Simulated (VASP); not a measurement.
Sb: electric field gradients with PBE

Sb:

```
Sb
1.0
     0.00000    2.29729    2.29729
     2.29729    0.00000    2.29729
     2.29729    2.29729    0.00000
Sb
1
Cartesian
  0.0000 0.0000 0.0000
```

This cell differs from its parent crystal: volume scaled by 0.99.

* Program: VASP 6.6.1
* Task: electric field gradients
* Functional: PBE
* Potentials or basis: VASP PAW PBE potentials, release 64 (Sb)
* Cutoff: 520 eV
* k mesh: 12 × 12 × 12
* Occupations: fermi-dirac, width 0.05 eV
* Spin: no spin polarisation
* Dipole correction: no
* Further INCAR settings: ALGO = Normal; EDIFF = 1e-08; NBANDS = 8

The pressure is 9.5 GPa.

Levels at points of the mesh, in eV from the Fermi level:
| k point | band 1 | band 2 | band 3 | band 4 | band 5 | band 6 |
| --- | --- | --- | --- | --- | --- | --- |
| (0.00, 0.00, 0.00) | -13.87 | 6.06 | 6.06 | 6.06 | 10.15 | 10.24 |
| (0.50, 0.00, 0.00) | -9.50 | -6.59 | 4.09 | 4.09 | 8.82 | 9.30 |
| (0.50, 0.50, 0.00) | -7.55 | -5.58 | 0.33 | 0.33 | 4.19 | 4.49 |

Wall time 6.2 s on 1 thread of Intel(R) Xeon(R) Platinum 8488C (Sapphire Rapids), on a shared host, peak memory 0.14 GiB.

Caveat: without QUAD_EFG the Cq values of the log hold for a quadrupole moment of 1 mb, not for the nuclei; spin-orbit coupling is left out, which moves the levels of the heavy elements.
